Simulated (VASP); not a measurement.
# LiH (Fm-3m) in VASP: single point with HSE06

Aim: the single point of LiH with HSE06.

All numbers are computed with VASP 6.6.1; they aren't measurements. Logs are shortened: lines on timing, memory, paths and dates and some standing lists are left out, and cuts for length are marked.

**1. The cell of the first run**

The structure is cubic, space group Fm-3m (No. 225). Conventional cell: a = 3.997 Å, b = 3.997 Å, c = 3.997 Å, α = 90.00°, β = 90.00°, γ = 90.00°. Li (site symmetry m-3m) has 6 H at 2.00 Å within 2.6 Å. H (site symmetry m-3m) has 6 Li at 2.00 Å within 2.6 Å.

**2. Single point, HSE06**

POSCAR

```
LiH
1.0
    0.0000000000      1.9984726907      1.9984726907
    1.9984726907      0.0000000000      1.9984726907
    1.9984726907      1.9984726907      0.0000000000
Li H
1 1
Direct
    0.0000000000      0.0000000000      0.0000000000
    0.5000000000      0.5000000000      0.5000000000
```

INCAR.step1

```
SYSTEM = LiH
PREC = Accurate ; ENCUT = 520
EDIFF = 1E-5 ; ISMEAR = 0
SIGMA = 0.01 ; LREAL = .False.
LASPH = .True. ; NELM = 60
ALGO = Normal ; ISIF = 2
LWAVE = .True. ; LCHARG = .False.
NBANDS = 9 ; GGA = PE
```

INCAR.step2

```
SYSTEM = LiH
PREC = Accurate ; ENCUT = 520
EDIFF = 1E-6 ; ISMEAR = 0
SIGMA = 0.01 ; LREAL = .False.
LASPH = .True. ; NELM = 60
ALGO = Normal ; ISIF = 2
LWAVE = .False. ; LCHARG = .False.
GGA = PE ; LHFCALC = .True.
HFSCREEN = 0.2079 ; PRECFOCK = Normal
NBANDS = 9 ; ISTART = 1
```

KPOINTS

```
regular mesh
0
Gamma
  8 8 8
  0 0 0
```

Potentials or basis: VASP PAW PBE potentials, release 64 (Li_sv, H).

Started as:

```bash
> cat potpaw_PBE.64/Li_sv/POTCAR potpaw_PBE.64/H/POTCAR > POTCAR
> cp INCAR.step1 INCAR
> mpirun -np 1 vasp_std > vasp.out
> cp INCAR.step2 INCAR
> mpirun -np 1 vasp_std > vasp.out
```

OUTCAR:

```text
SYSTEM = LiH
   PREC = Accurate
   ENCUT = 520
   EDIFF = 1E-6
   ISMEAR = 0
   LREAL = .False.
   LASPH = .True.
   NELM = 60
   ISIF = 2
   GGA = PE
   LHFCALC = .True.
   HFSCREEN = 0.2079
   PRECFOCK = Normal
   ISTART = 1

 ion  position               nearest neighbor table
   1  0.000  0.000  0.000-
   2  0.500  0.500  0.500-

  LATTYP: Found a face centered cubic cell.
 ALAT       =     3.9969453814

  Lattice vectors:

 A1 = (   0.0000000000,   1.9984726907,   1.9984726907)
 A2 = (   1.9984726907,   0.0000000000,   1.9984726907)
 A3 = (   1.9984726907,   1.9984726907,   0.0000000000)

Analysis of symmetry for initial positions (statically):
=====================================================================
 Subroutine PRICEL returns:
 Original cell was already a primitive cell.

 Routine SETGRP: Setting up the symmetry group for a
 face centered cubic supercell.

 Subroutine GETGRP returns: Found 48 space group operations
 (whereof 48 operations were pure point group operations)
 out of a pool of 48 trial point group operations.

The static configuration has the point symmetry O_h .

Analysis of symmetry for dynamics (positions and initial velocities):
=====================================================================
 Subroutine PRICEL returns:
 Original cell was already a primitive cell.

 Routine SETGRP: Setting up the symmetry group for a
 face centered cubic supercell.

 Subroutine GETGRP returns: Found 48 space group operations
 (whereof 48 operations were pure point group operations)
 out of a pool of 48 trial point group operations.

The dynamic configuration has the point symmetry O_h .

 Subroutine INISYM returns: Found 48 space group operations
 (whereof 48 operations are pure point group operations),
 and found     1 'primitive' translations

----------------------------------------------------------------------------------------

                                     Primitive cell

  volume of cell :      15.9634

  direct lattice vectors                    reciprocal lattice vectors
     0.000000000  1.998472691  1.998472691    -0.250191060  0.250191060  0.250191060
     1.998472691  0.000000000  1.998472691     0.250191060 -0.250191060  0.250191060
     1.998472691  1.998472691  0.000000000     0.250191060  0.250191060 -0.250191060

  length of vectors
     2.826267183  2.826267183  2.826267183     0.433343627  0.433343627  0.433343627

  position of ions in fractional coordinates (direct lattice)
     0.000000000  0.000000000  0.000000000
     0.500000000  0.500000000  0.500000000

  ion indices of the primitive-cell ions
   primitive index   ion index
                 1           1
                 2           2

----------------------------------------------------------------------------------------

 KPOINTS: regular mesh

Automatic generation of k-mesh.
 Grid dimensions read from file:
 generate k-points for:    8    8    8

 Generating k-lattice:

  Cartesian coordinates                     Fractional coordinates (reciprocal lattice)
    -0.031273882  0.031273882  0.031273882     0.125000000  0.000000000  0.000000000
     0.031273882 -0.031273882  0.031273882     0.000000000  0.125000000  0.000000000
     0.031273882  0.031273882 -0.031273882     0.000000000  0.000000000  0.125000000

  Length of vectors
     0.054167953  0.054167953  0.054167953

  Shift w.r.t. Gamma in fractional coordinates (k-lattice)
     0.000000000  0.000000000  0.000000000

 Subroutine IBZKPT returns following result:
 ===========================================

 Found     29 irreducible k-points:

 Following reciprocal coordinates:
            Coordinates               Weight
  0.000000  0.000000  0.000000      1.000000
  0.125000  0.000000  0.000000      8.000000
  0.250000  0.000000  0.000000      8.000000
  0.375000  0.000000  0.000000      8.000000
  0.500000  0.000000  0.000000      4.000000
  0.125000  0.125000  0.000000      6.000000
[... 16 lines left out ...]
  0.500000  0.250000  0.125000     48.000000
 -0.375000  0.250000  0.125000     24.000000
 [... further k-points ...]
   k-points           NKPTS =     29   k-points in BZ     NKDIM =    512   number of bands    NBANDS=      9
   number of dos      NEDOS =    301   number of ions     NIONS =      2
   total plane-waves  NPLWV =  13824
   dimension x,y,z NGX =    24 NGY =   24 NGZ =   24
   dimension x,y,z NGXF=    48 NGYF=   48 NGZF=   48
   ions per type =               1   1
   NGX,Y,Z   is equivalent  to a cutoff of  14.12, 14.12, 14.12 a.u.
   NGXF,Y,Z  is equivalent  to a cutoff of  28.23, 28.23, 28.23 a.u.
 SYSTEM =  LiH
   PREC   = accura    normal or accurate (medium, high low for compatibility)
   ISTART =      1    job   : 0-new  1-cont  2-samecut
   ICHARG =      0    charge: 1-file 2-atom 10-const
   ISPIN  =      1    spin polarized calculation?
   LNONCOLLINEAR =      F non collinear calculations
   LSORBIT =      F    spin-orbit coupling
   LASPH  =      T    aspherical Exc in radial PAW
   ENCUT  =  520.0 eV  38.22 Ry    6.18 a.u.   5.25  5.25  5.25*2*pi/ulx,y,z
   NELM   =     60;   NELMIN=  2; NELMDL=  0     # of ELM steps
   EDIFF  = 0.1E-05   stopping-criterion for ELM
   LREAL  =      F    real-space projection
   EDIFFG = 0.1E-04   stopping-criterion for IOM
   NSW    =      0    number of steps for IOM
   IBRION =     -1    ionic relax: 0-MD 1-quasi-New 2-CG
   NFREE  =      0    steps in history (QN), initial steepest desc. (CG)
   ISIF   =      2    stress and relaxation
   ISYM   =      3    0-nonsym 1-usesym 2-fastsym
   POTIM  = 0.5000    time-step for ionic-motion
   TEBEG  =    0.0;   TEEND  =   0.0 temperature during run
   PSTRESS=    0.0 pullay stress
   NELECT =       4.0000    total number of electrons
   NUPDOWN=      -1.0000    fix difference up-down
   EMIN   =  10.00;   EMAX   =-10.00  energy-range for DOS
   EFERMI =   0.00;   METHOD = LEGACY
   ISMEAR =     0;   SIGMA  =   0.01  broadening in eV -4-tet -1-fermi 0-gaus
   EFERMI_NEDOS =   21; number of points for ismear=-14 and -15
   IALGO  =     38    algorithm
   IMIX   =      1    mixing-type and parameters
     AMIX     =   0.40;   BMIX     =  1.00
     AMIX_MAG =   1.60;   BMIX_MAG =  1.00
  volume/ion in A,a.u.               =       7.98        53.86
  Fermi-wavevector in a.u.,A,eV,Ry     =   1.032096  1.950378 14.493217  1.065221
  Thomas-Fermi vector in A             =   2.166276
   LORBIT       =      0    0 simple, 1 ext, 2 COOP (PROOUT), +10 PAW based schemes
   GGA     = PE    functional components
   LHFCALC =     T    Hartree Fock is set to
   PRECFOCK=normal    Normal, Fast or Accurate (Low or Medium for compatibility)
   ENCUT4O =  -1.0   cutoff for four orbital integrals eV
   NKREDX  =     1    reduce k-point grid by
   NKREDY  =     1    reduce k-point grid by
   NKREDZ  =     1    reduce k-point grid by
   AEXX    =    0.2500 exact exchange contribution
   HFSCREEN=    0.2079 screening length (either q_TF or 0.3 A-1)
   HFSCREENC=   0.2079 screening length for correlation (either q_TF or 0.3 A-1)
   ENCUTFOCK=  -1.0 apply spherical cutoff to Coloumb kernel
   IVDW    =     0    specifies the selected vdW correction
   LEPSILON=     F    determine dielectric tensor
   LRPA    =     F    only Hartree local field effects (RPA)
 non-spin polarized calculation
 Gauss-broadening in eV      SIGMA  =   0.01
  energy-cutoff  :      520.00
  volume of cell :       15.96
 maximum number of plane-waves:       445
 NGX is ok and might be reduce to    24
  NGX = 16; NGY = 16; NGZ = 16

 number of electron       3.9999996 magnetization

 Free energy of the ion-electron system (eV)
  ---------------------------------------------------
  ext. energy  EPLUGINS =         0.00000000
  ---------------------------------------------------
  free energy    TOTEN  =        -6.78673695 eV

  energy without entropy =       -6.78673695  energy(sigma->0) =       -6.78673695

 E-fermi :  -0.4479     XC(G=0):  -7.1455

 val. band max:       -0.5600488968   @ k =   0.5000   0.5000   0.0000
 cond. band min:       3.4047606398   @ k =   0.5000   0.5000   0.0000
 fundamental gap:      3.9648095366
 Fermi energy:        -0.4479317041

 k-point     1 :       0.0000    0.0000    0.0000
  band No.  band energies     occupation
      1     -47.8393      2.00000
      2      -6.6700      2.00000
      3      17.5037      0.00000
      4      18.9973      0.00000
      5      18.9973      0.00000
      6      18.9973      0.00000
      7      23.6221      0.00000
      8      23.6221      0.00000
      9      23.6221      0.00000

 k-point     2 :       0.1250    0.0000    0.0000
  band No.  band energies     occupation
      1     -47.8318      2.00000
      2      -6.3515      2.00000
      3      14.9488      0.00000
      4      17.7730      0.00000
      5      18.4105      0.00000
      6      18.4105      0.00000
      7      23.1519      0.00000
      8      24.8485      0.00000
      9      24.8485      0.00000

 k-point     3 :       0.2500    0.0000    0.0000
  band No.  band energies     occupation
      1     -47.8131      2.00000
      2      -5.4409      2.00000
      3      10.5303      0.00000
      4      16.2465      0.00000
      5      17.6819      0.00000
      6      17.6820      0.00000
      7      23.2886      0.00000
      8      23.2887      0.00000
      9      24.6581      0.00000

 k-point     4 :       0.3750    0.0000    0.0000
  band No.  band energies     occupation
      1     -47.7942      2.00000
      2      -4.1849      2.00000
      3       6.9445      0.00000
      4      15.1606      0.00000
      5      17.4599      0.00000
      6      17.4599      0.00000
      7      21.0592      0.00000
      8      21.0592      0.00000
      9      26.9563      0.00000
[... 205 lines left out ...]
 k-point    22 :       0.3750    0.2500    0.1250
  band No.  band energies     occupation
      1     -47.7999      2.00000
      2      -4.5537      2.00000
      3      10.4195      0.00000
      4      11.1191      0.00000
      5      15.2285      0.00000
      6      18.7838      0.00000
      7      21.1132      0.00000
      8      25.0876      0.00000
      9      28.9739      0.00000

 k-point    23 :       0.5000    0.2500    0.1250
  band No.  band energies     occupation
      1     -47.7853      2.00000
      2      -3.2252      2.00000
      3       7.1789      0.00000
      4       9.9251      0.00000
      5      14.5124      0.00000
      6      17.9423      0.00000
      7      23.3982      0.00000
      8      25.5717      0.00000
      9      28.4328      0.00000

 k-point    24 :      -0.3750    0.2500    0.1250
  band No.  band energies     occupation
      1     -47.7792      2.00000
      2      -2.4303      2.00000
      3       5.6188      0.00000
      4       9.6199      0.00000
      5      14.2448      0.00000
      6      17.5281      0.00000
      7      24.2366      0.00000
      8      27.3739      0.00000
      9      28.5023      0.00000

 [... further k-points ...]
[... 5 lines left out ...]
  --------------------------------------------------------------------------------------
  -------------------------------------------------------------------------------------
  Total       -0.0454067     -0.0454067     -0.0454067      0.0000000      0.0000000     -0.0000000
  in kB       -4.5572787     -4.5572787     -4.5572787      0.0000000      0.0000000     -0.0000000
  external PRESSURE =      -4.5572787 kB  Pullay stress =       0.0000000 kB

 VOLUME and BASIS-vectors are now :
 -----------------------------------------------------------------------------
  energy-cutoff  :      520.00
  volume of cell :       15.96
      direct lattice vectors                 reciprocal lattice vectors
     0.000000000  1.998472691  1.998472691    -0.250191060  0.250191060  0.250191060
     1.998472691  0.000000000  1.998472691     0.250191060 -0.250191060  0.250191060
     1.998472691  1.998472691  0.000000000     0.250191060  0.250191060 -0.250191060

 POSITION                                       TOTAL-FORCE (eV/Angst)
 -----------------------------------------------------------------------------------
      0.00000      0.00000      0.00000         0.000000     -0.000000     -0.000000
      1.99847      1.99847      1.99847         0.000000      0.000000      0.000000
 -----------------------------------------------------------------------------------
    total drift:                               -0.000000     -0.000000     -0.000000

  FREE ENERGIE OF THE ION-ELECTRON SYSTEM (eV)
  ---------------------------------------------------
  free  energy   TOTEN  =        -6.7867369502 eV

  energy  without entropy=       -6.7867369502  energy(sigma->0) =       -6.78673695
```

Wall time 5.3 min (1 thread of AMD EPYC 7R43 (Zen 3), shared host); peak memory 0.2 GiB.

What came out:

```yaml
Free_energy: -6.7867 eV
Band_gap_on_the_k_mesh: 3.96 eV, direct
```

Levels at points of the mesh, in eV from the valence-band top:
| k point | band 1 | band 2 | band 3 | band 4 | band 5 | band 6 |
| --- | --- | --- | --- | --- | --- | --- |
| (0.00, 0.00, 0.00) | -47.28 | -6.11 | 18.06 | 19.56 | 19.56 | 19.56 |
| (0.50, 0.00, 0.00) | -47.23 | -2.90 | 5.98 | 15.34 | 18.10 | 18.10 |
| (0.50, 0.50, 0.00) | -47.21 | 0.00 | 3.96 | 12.22 | 12.22 | 15.34 |

Caveat: the cutoff is under 1.25 times the usual one of these potentials, so pressure, stress and relaxed cells hold a basis-set (Pulay) error; the PAW data sets were made with another functional, which shifts forces and pressure a little. A k mesh can miss the band edges.
